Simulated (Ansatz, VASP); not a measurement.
**ZnS: VASP beside Ansatz**

The input INCAR:

```
SYSTEM = ZnS
PREC = Accurate
ENCUT = 520
EDIFF = 1E-7
ISMEAR = -1
SIGMA = 0.02
LREAL = .False.
LASPH = .True.
NELM = 80
ALGO = Normal
ISIF = 2
LWAVE = .False.
LCHARG = .False.
GGA = PE
IBRION = 2
NSW = 80
EDIFFG = -0.02
KPAR = 4
```

File KPOINTS:

```
Automatic mesh
0
Gamma
  13 13 7
  0 0 0
```

POSCAR

```
ZnS
1.0
    3.8227000000      0.0000000000      0.0000000000
   -1.9113500000      3.3105553110      0.0000000000
    0.0000000000      0.0000000000      6.0728790000
Zn S
2 2
Direct
    0.3333333333      0.6666666667      0.0000000000
    0.6666666667      0.3333333333      0.5000000000
    0.3333333333      0.6666666667      0.3748000000
    0.6666666667      0.3333333333      0.8748000000
```

Input for Ansatz:

```yaml
crystal:
  lattice:
    - [3.8227, 0.0, 0.0]
    - [-1.91135, 3.310555311, 0.0]
    - [0.0, 0.0, 6.072879]
  atoms:
    - { symbol: Zn, position: [0.3333333333, 0.6666666667, 0.0] }
    - { symbol: Zn, position: [0.6666666667, 0.3333333333, 0.5] }
    - { symbol: S, position: [0.3333333333, 0.6666666667, 0.3748] }
    - { symbol: S, position: [0.6666666667, 0.3333333333, 0.8748] }
kpoints:
  mp_grid: { grid: [13, 13, 7] }
scf:
  occupations: { method: fermi_dirac, width: 0.02 }
hamiltonian:
  xc: pbe
  pseudopotentials: { kind: paw }
output:
  forces: true
  stress: true
  populations: true
  efg:
    quadrupole_moments_barn: { Zn: 0.122, S: -0.0694 }
    contact_densities: true
  write_density: true
  write_potential: true
  elf: true
  volumetric_format: npy
relax:
  f_tol: 0.02
  max_steps: 60
```

Change from the starting cell: z stretched by -3 %, ions relaxed.

Alike in both runs: task relaxation of the atoms; functional PBE; k mesh 13 × 13 × 7; occupations fermi-dirac, width 0.02 eV; no spin polarisation.

```csv
,VASP,Ansatz
version,VASP 6.6.1,Ansatz 0.2.0
potentials or method,"VASP PAW PBE potentials, release 64 (Zn, S)","plane-wave PAW, scalar-relativistic"
plane-wave cutoff (eV),520,420
valence electrons in the cell,36,36
```

|  | VASP | Ansatz | Ansatz less VASP |
| --- | --- | --- | --- |
| gap on the k mesh at the Fermi level, each at its own relaxed structure (eV) | 2.31 | 2.31 | -0.004 |

Ansatz's warnings: stress scf threshold loose.
